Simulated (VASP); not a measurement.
# Mo (Im-3m) in VASP: further runs

The runs below take Mo through single point, with r2SCAN.

Program: VASP 6.6.1. These are calculated values, not measurements. Logs are shortened: lines on timing, memory, paths and dates and some standing lists are left out, and cuts for length are marked.

**1. The cell of the first run**

It takes space group Im-3m (No. 229, cubic). Conventional cell: a = 3.153 Å, b = 3.153 Å, c = 3.153 Å, α = 90.00°, β = 90.00°, γ = 90.00°. Mo (site symmetry m-3m) has 14 Mo at 2.73 to 3.15 Å within 3.6 Å.

**2. Single point, r2SCAN**

Input file POSCAR:

```
Mo
1.0
   -1.5764210372      1.5764210372      1.5764210372
    1.5764210372     -1.5764210372      1.5764210372
    1.5764210372      1.5764210372     -1.5764210372
Mo
1
Direct
    0.0000000000      0.0000000000      0.0000000000
```

Input file INCAR.step1:

```
SYSTEM = Mo
PREC = Accurate
ENCUT = 520
ISMEAR = 0
SIGMA = 0.3
LREAL = .False.
LASPH = .True.
NELM = 100
NBANDS = 13
GGA = PE
ALGO = Normal
EDIFF = 1E-4
LWAVE = .True.
LCHARG = .False.
```

Input file INCAR.step2:

```
SYSTEM = Mo
PREC = Accurate
ENCUT = 520
EDIFF = 1E-6
ISMEAR = 0
SIGMA = 0.3
LREAL = .False.
LASPH = .True.
NELM = 100
ALGO = Normal
ISIF = 2
LWAVE = .False.
LCHARG = .False.
METAGGA = R2SCAN
LMIXTAU = .True.
NBANDS = 13
ISTART = 1
```

Input file KPOINTS:

```
Automatic mesh
0
Gamma
  14 14 14
  0 0 0
```

Potentials or basis: VASP PAW PBE potentials, release 64 (Mo_sv).

Run with:

```
> cat potpaw_PBE.64/Mo_sv/POTCAR > POTCAR
> cp INCAR.step1 INCAR
> mpirun -np 1 vasp_std > vasp.out
> cp INCAR.step2 INCAR
> mpirun -np 1 vasp_std > vasp.out
```

OUTCAR:

```text
SYSTEM = Mo
   PREC = Accurate
   ENCUT = 520
   EDIFF = 1E-6
   ISMEAR = 0
   LREAL = .False.
   LASPH = .True.
   NELM = 100
   ISIF = 2
   METAGGA = R2SCAN
   ISTART = 1

 ion  position               nearest neighbor table
   1  0.000  0.000  0.000-

  LATTYP: Found a body centered cubic cell.
 ALAT       =     3.1528420744

  Lattice vectors:

 A1 = (  -1.5764210372,   1.5764210372,   1.5764210372)
 A2 = (   1.5764210372,  -1.5764210372,   1.5764210372)
 A3 = (   1.5764210372,   1.5764210372,  -1.5764210372)

Analysis of symmetry for initial positions (statically):
=====================================================================
 Subroutine PRICEL returns:
 Original cell was already a primitive cell.

 Routine SETGRP: Setting up the symmetry group for a
 body centered cubic supercell.

 Subroutine GETGRP returns: Found 48 space group operations
 (whereof 48 operations were pure point group operations)
 out of a pool of 48 trial point group operations.

The static configuration has the point symmetry O_h .

Analysis of symmetry for dynamics (positions and initial velocities):
=====================================================================
 Subroutine PRICEL returns:
 Original cell was already a primitive cell.

 Routine SETGRP: Setting up the symmetry group for a
 body centered cubic supercell.

 Subroutine GETGRP returns: Found 48 space group operations
 (whereof 48 operations were pure point group operations)
 out of a pool of 48 trial point group operations.

The dynamic configuration has the point symmetry O_h .

 Subroutine INISYM returns: Found 48 space group operations
 (whereof 48 operations are pure point group operations),
 and found     1 'primitive' translations

----------------------------------------------------------------------------------------

                                     Primitive cell

  volume of cell :      15.6703

  direct lattice vectors                    reciprocal lattice vectors
    -1.576421037  1.576421037  1.576421037     0.000000000  0.317174148  0.317174148
     1.576421037 -1.576421037  1.576421037     0.317174148  0.000000000  0.317174148
     1.576421037  1.576421037 -1.576421037     0.317174148  0.317174148  0.000000000

  length of vectors
     2.730441331  2.730441331  2.730441331     0.448551982  0.448551982  0.448551982

  position of ions in fractional coordinates (direct lattice)
     0.000000000  0.000000000  0.000000000

  ion indices of the primitive-cell ions
   primitive index   ion index
                 1           1

----------------------------------------------------------------------------------------

 KPOINTS: Automatic mesh

Automatic generation of k-mesh.
 Grid dimensions read from file:
 generate k-points for:   14   14   14

 Generating k-lattice:

  Cartesian coordinates                     Fractional coordinates (reciprocal lattice)
     0.000000000  0.022655296  0.022655296     0.071428571  0.000000000  0.000000000
     0.022655296  0.000000000  0.022655296     0.000000000  0.071428571  0.000000000
     0.022655296  0.022655296  0.000000000     0.000000000  0.000000000  0.071428571

  Length of vectors
     0.032039427  0.032039427  0.032039427

  Shift w.r.t. Gamma in fractional coordinates (k-lattice)
     0.000000000  0.000000000  0.000000000

 Subroutine IBZKPT returns following result:
 ===========================================

 Found    104 irreducible k-points:

 Following reciprocal coordinates:
            Coordinates               Weight
  0.000000  0.000000  0.000000      1.000000
  0.071429  0.000000  0.000000     12.000000
  0.142857  0.000000  0.000000     12.000000
  0.214286  0.000000  0.000000     12.000000
  0.285714  0.000000  0.000000     12.000000
  0.357143  0.000000  0.000000     12.000000
[... 16 lines left out ...]
  0.285714  0.285714  0.000000     24.000000
  0.357143  0.285714  0.000000     24.000000
 [... further k-points ...]
   k-points           NKPTS =    104   k-points in BZ     NKDIM =    104   number of bands    NBANDS=     13
   number of dos      NEDOS =    301   number of ions     NIONS =      1
   total plane-waves  NPLWV =   8000
   dimension x,y,z NGX =    20 NGY =   20 NGZ =   20
   dimension x,y,z NGXF=    40 NGYF=   40 NGZF=   40
   ions per type =               1
   NGX,Y,Z   is equivalent  to a cutoff of  12.18, 12.18, 12.18 a.u.
   NGXF,Y,Z  is equivalent  to a cutoff of  24.35, 24.35, 24.35 a.u.
 SYSTEM =  Mo
   PREC   = accura    normal or accurate (medium, high low for compatibility)
   ISTART =      1    job   : 0-new  1-cont  2-samecut
   ICHARG =      0    charge: 1-file 2-atom 10-const
   ISPIN  =      1    spin polarized calculation?
   LNONCOLLINEAR =      F non collinear calculations
   LSORBIT =      F    spin-orbit coupling
   LASPH  =      T    aspherical Exc in radial PAW
   ENCUT  =  520.0 eV  38.22 Ry    6.18 a.u.   5.08  5.08  5.08*2*pi/ulx,y,z
   NELM   =    100;   NELMIN=  2; NELMDL=  0     # of ELM steps
   EDIFF  = 0.1E-05   stopping-criterion for ELM
   LREAL  =      F    real-space projection
   EDIFFG = 0.1E-04   stopping-criterion for IOM
   NSW    =      0    number of steps for IOM
   IBRION =     -1    ionic relax: 0-MD 1-quasi-New 2-CG
   NFREE  =      0    steps in history (QN), initial steepest desc. (CG)
   ISIF   =      2    stress and relaxation
   ISYM   =      2    0-nonsym 1-usesym 2-fastsym
   POTIM  = 0.5000    time-step for ionic-motion
   TEBEG  =    0.0;   TEEND  =   0.0 temperature during run
   PSTRESS=    0.0 pullay stress
   NELECT =      14.0000    total number of electrons
   NUPDOWN=      -1.0000    fix difference up-down
   EMIN   =  10.00;   EMAX   =-10.00  energy-range for DOS
   EFERMI =   0.00;   METHOD = LEGACY
   ISMEAR =     0;   SIGMA  =   0.30  broadening in eV -4-tet -1-fermi 0-gaus
   EFERMI_NEDOS =   21; number of points for ismear=-14 and -15
   IALGO  =     38    algorithm
   IMIX   =      4    mixing-type and parameters
     AMIX     =   0.40;   BMIX     =  1.00
     AMIX_MAG =   1.60;   BMIX_MAG =  1.00
  volume/ion in A,a.u.               =      15.67       105.75
  Fermi-wavevector in a.u.,A,eV,Ry     =   1.576735  2.979597 33.825339  2.486092
  Thomas-Fermi vector in A             =   2.677523
   LORBIT       =      0    0 simple, 1 ext, 2 COOP (PROOUT), +10 PAW based schemes
   METAGGA = R2SCAN    functional components
   LHFCALC =     F    Hartree Fock is set to
   AEXX    =    0.0000 exact exchange contribution
   IVDW    =     0    specifies the selected vdW correction
   LEPSILON=     F    determine dielectric tensor
   LRPA    =     F    only Hartree local field effects (RPA)
 non-spin polarized calculation
 Gauss-broadening in eV      SIGMA  =   0.30
  energy-cutoff  :      520.00
  volume of cell :       15.67
 maximum number of plane-waves:       432
   NGX = 11   NGY = 11   NGZ = 11

 number of electron      14.0000002 magnetization

 Free energy of the ion-electron system (eV)
  ---------------------------------------------------
  ext. energy  EPLUGINS =         0.00000000
  ---------------------------------------------------
  free energy    TOTEN  =       -26.08485534 eV

  energy without entropy =      -26.05139174  energy(sigma->0) =      -26.06812354

 E-fermi :  12.5331     XC(G=0): -14.6226

 val. band max:       12.5235630345   @ k =  -0.2857   0.2857   0.1429
 cond. band min:      12.5514785426   @ k =  -0.3571   0.3571   0.2857
 fundamental gap:      0.0279155080
 Fermi energy:        12.5331316624

 k-point     1 :       0.0000    0.0000    0.0000
  band No.  band energies     occupation
      1     -50.7212      2.00000
      2     -23.1984      2.00000
      3     -23.1984      2.00000
      4     -23.1984      2.00000
      5       4.8542      2.00000
      6      11.0890      2.00000
      7      11.0890      2.00000
      8      11.0890      2.00000
      9      14.4127      0.00000
     10      14.4127      0.00000
     11      28.0018      0.00000
     12      28.0018      0.00000
     13      28.0018      0.00000

 k-point     2 :       0.0714    0.0000    0.0000
  band No.  band energies     occupation
      1     -50.7072      2.00000
      2     -23.2778      2.00000
      3     -23.2227      2.00000
      4     -23.1990      2.00000
      5       5.0903      2.00000
      6      10.9549      2.00000
      7      11.0640      2.00000
      8      11.3095      2.00000
      9      14.2171      0.00000
     10      14.4148      0.00000
     11      28.1740      0.00000
     12      28.3994      0.00000
     13      28.4507      0.00000

 k-point     3 :       0.1429    0.0000    0.0000
  band No.  band energies     occupation
      1     -50.6676      2.00000
      2     -23.4966      2.00000
      3     -23.2902      2.00000
      4     -23.2006      2.00000
      5       5.7393      2.00000
      6      10.6000      2.00000
      7      10.9517      2.00000
      8      11.9553      1.99355
      9      13.8675      0.00000
     10      14.4357      0.00000
     11      28.4987      0.00000
     12      29.3960      0.00000
     13      29.5375      0.00000
[... 305 lines left out ...]
 k-point    23 :       0.2857    0.2857    0.0000
  band No.  band energies     occupation
      1     -50.4058      2.00000
      2     -24.4012      2.00000
      3     -24.0040      2.00000
      4     -23.3761      2.00000
      5       8.4035      2.00000
      6       9.5300      2.00000
      7      10.6363      2.00000
      8      14.3171      0.00000
      9      15.1712      0.00000
     10      20.8884      0.00000
     11      23.9734      0.00000
     12      25.4985      0.00000
     13      30.2743      0.00000

 k-point    24 :       0.3571    0.2857    0.0000
  band No.  band energies     occupation
      1     -50.3966      2.00000
      2     -24.3448      2.00000
      3     -24.1154      2.00000
      4     -23.3838      2.00000
      5       8.4364      2.00000
      6       9.7006      2.00000
      7      10.4819      2.00000
      8      14.5653      0.00000
      9      15.0705      0.00000
     10      22.2474      0.00000
     11      23.2629      0.00000
     12      24.4824      0.00000
     13      30.5983      0.00000

 [... further k-points ...]

------------------------ aborting loop because EDIFF is reached ----------------------------------------

  FORCE on cell =-STRESS in cart. coord.  units (eV):
  Direction    XX          YY          ZZ          XY          YZ          ZX
  --------------------------------------------------------------------------------------
  -------------------------------------------------------------------------------------
  Total        0.1016322      0.1016322      0.1016322      0.0000000     -0.0000000      0.0000000
  in kB       10.3911937     10.3911937     10.3911937      0.0000000     -0.0000000      0.0000000
  external PRESSURE =      10.3911937 kB  Pullay stress =       0.0000000 kB

 VOLUME and BASIS-vectors are now :
 -----------------------------------------------------------------------------
  energy-cutoff  :      520.00
  volume of cell :       15.67
      direct lattice vectors                 reciprocal lattice vectors
    -1.576421037  1.576421037  1.576421037     0.000000000  0.317174148  0.317174148
     1.576421037 -1.576421037  1.576421037     0.317174148  0.000000000  0.317174148
     1.576421037  1.576421037 -1.576421037     0.317174148  0.317174148  0.000000000

 POSITION                                       TOTAL-FORCE (eV/Angst)
 -----------------------------------------------------------------------------------
      0.00000      0.00000      0.00000        -0.000000      0.000000     -0.000000
 -----------------------------------------------------------------------------------
    total drift:                                0.000000      0.000000      0.000000

  FREE ENERGIE OF THE ION-ELECTRON SYSTEM (eV)
  ---------------------------------------------------
  free  energy   TOTEN  =       -26.0848553404 eV

  energy  without entropy=      -26.0513917388  energy(sigma->0) =      -26.06812354
```

It took 39 s on 1 thread of Intel Xeon Platinum 8559C (Emerald Rapids), shared host; peak memory 0.14 GiB.

What came out:

- Free energy: -26.0849 eV
- Pressure: 1.0 GPa
- Band gap on the k mesh: zero (bands 7 and 8 overlap by 5.54 eV)

Levels at points of the mesh, in eV from the Fermi level:
| k point | band 4 | band 5 | band 6 | band 7 | band 8 | band 9 | band 10 | band 11 |
| --- | --- | --- | --- | --- | --- | --- | --- | --- |
| (0.00, 0.00, 0.00) | -35.73 | -7.68 | -1.44 | -1.44 | -1.44 | 1.88 | 1.88 | 15.47 |
| (0.50, 0.00, 0.00) | -35.74 | -5.61 | -3.60 | 1.54 | 1.86 | 2.55 | 4.88 | 12.18 |
| (0.50, 0.50, 0.50) | -36.76 | -5.66 | -5.66 | 4.10 | 4.10 | 4.10 | 9.43 | 9.43 |

Caveat: so wide a smearing shifts energies and pressures; the PAW data sets were made with another functional, which shifts forces and pressure a little.

**3. Single point, r2SCAN**

POSCAR is that of step 2.

Input file INCAR.step1:

```
SYSTEM = Mo
  PREC = Accurate
  ENCUT = 520
  ISMEAR = 0
  SIGMA = 0.6
  LREAL = .FALSE.
  LASPH = .TRUE.
  NELM = 100
  NBANDS = 13
  GGA = PE
  ALGO = Normal
  EDIFF = 1E-4
  LWAVE = .TRUE.
  LCHARG = .FALSE.
```

Input file INCAR.step2:

```
SYSTEM = Mo
  PREC = Accurate
  ENCUT = 520
  EDIFF = 1E-6
  ISMEAR = 0
  SIGMA = 0.6
  LREAL = .FALSE.
  LASPH = .TRUE.
  NELM = 100
  ALGO = Normal
  ISIF = 2
  LWAVE = .FALSE.
  LCHARG = .FALSE.
  METAGGA = R2SCAN
  LMIXTAU = .TRUE.
  NBANDS = 13
  ISTART = 1
```

Input file KPOINTS:

```
regular mesh
0
G
  14 14 14
  0 0 0
```

Potentials or basis: VASP PAW PBE potentials, release 64 (Mo_sv).

Run with:

```
> cat potpaw_PBE.64/Mo_sv/POTCAR > POTCAR
> cp INCAR.step1 INCAR
> mpirun -np 1 vasp_std > vasp.out
> cp INCAR.step2 INCAR
> mpirun -np 1 vasp_std > vasp.out
```

OUTCAR:

```text
SYSTEM = Mo
   PREC = Accurate
   ENCUT = 520
   EDIFF = 1E-6
   ISMEAR = 0
   LREAL = .FALSE.
   LASPH = .TRUE.
   NELM = 100
   ISIF = 2
   METAGGA = R2SCAN
   ISTART = 1

 ion  position               nearest neighbor table
   1  0.000  0.000  0.000-

  LATTYP: Found a body centered cubic cell.
 ALAT       =     3.1528420744

  Lattice vectors:

 A1 = (  -1.5764210372,   1.5764210372,   1.5764210372)
 A2 = (   1.5764210372,  -1.5764210372,   1.5764210372)
[... 563 lines left out ...]
     13      30.6016      0.00000

 [... further k-points ...]

------------------------ aborting loop because EDIFF is reached ----------------------------------------

  FORCE on cell =-STRESS in cart. coord.  units (eV):
  Direction    XX          YY          ZZ          XY          YZ          ZX
  --------------------------------------------------------------------------------------
  -------------------------------------------------------------------------------------
  Total        0.0980208      0.0980208      0.0980208     -0.0000000      0.0000000      0.0000000
  in kB       10.0219493     10.0219493     10.0219493     -0.0000000      0.0000000      0.0000000
  external PRESSURE =      10.0219493 kB  Pullay stress =       0.0000000 kB

 VOLUME and BASIS-vectors are now :
 -----------------------------------------------------------------------------
  energy-cutoff  :      520.00
  volume of cell :       15.67
      direct lattice vectors                 reciprocal lattice vectors
    -1.576421037  1.576421037  1.576421037     0.000000000  0.317174148  0.317174148
     1.576421037 -1.576421037  1.576421037     0.317174148  0.000000000  0.317174148
     1.576421037  1.576421037 -1.576421037     0.317174148  0.317174148  0.000000000

 POSITION                                       TOTAL-FORCE (eV/Angst)
 -----------------------------------------------------------------------------------
      0.00000      0.00000      0.00000         0.000000     -0.000000      0.000000
 -----------------------------------------------------------------------------------
    total drift:                                0.000000      0.000000      0.000000

  FREE ENERGIE OF THE ION-ELECTRON SYSTEM (eV)
  ---------------------------------------------------
  free  energy   TOTEN  =       -26.1302553799 eV

  energy  without entropy=      -26.0137959038  energy(sigma->0) =      -26.07202564
```

OSZICAR.step1:

```text
N       E                     dE             d eps       ncg     rms          rms(c)
DAV:   1     0.888207272941E+02    0.88821E+02   -0.80338E+03  2765   0.110E+03
DAV:   2    -0.105014884637E+02   -0.99322E+02   -0.95374E+02  3129   0.307E+02
DAV:   3    -0.116403096272E+02   -0.11388E+01   -0.11357E+01  3054   0.323E+01
DAV:   4    -0.116428727565E+02   -0.25631E-02   -0.25631E-02  3019   0.187E+00
DAV:   5    -0.116428893117E+02   -0.16555E-04   -0.16555E-04  3031   0.134E-01    0.146E+01
DAV:   6    -0.110730139504E+02    0.56988E+00   -0.70991E-01  2779   0.103E+01    0.401E+00
DAV:   7    -0.109953177350E+02    0.77696E-01   -0.14193E-01  2964   0.441E+00    0.911E-01
DAV:   8    -0.109917533222E+02    0.35644E-02   -0.40315E-03  2804   0.813E-01    0.172E-01
DAV:   9    -0.109918128352E+02   -0.59513E-04   -0.10369E-04  2322   0.130E-01
   1 F= -.10991813E+02 E0= -.10928266E+02  d E =-.127093E+00
```

Run time: 35 s. Hardware: 1 thread of Intel Xeon Platinum 8559C (Emerald Rapids), shared host; peak memory 0.14 GiB.

Results:

| Item | Value |
| --- | --- |
| Free energy | -26.1303 eV |
| Pressure | 1.0 GPa |
| Band gap on the k mesh | zero (bands 7 and 8 overlap by 5.55 eV) |

Levels at points of the mesh, in eV from the Fermi level:
```tsv
k point	band 5	band 6	band 7	band 8	band 9	band 10
(0.00, 0.00, 0.00)	-7.63	-1.39	-1.39	-1.39	1.94	1.94
(0.50, 0.00, 0.00)	-5.55	-3.54	1.59	1.91	2.61	4.94
(0.50, 0.50, 0.50)	-5.60	-5.60	4.16	4.16	4.16	9.48
```

Caveat: so wide a smearing shifts energies and pressures; the PAW data sets were made with another functional, which shifts forces and pressure a little.

[end of part 1 of 2]
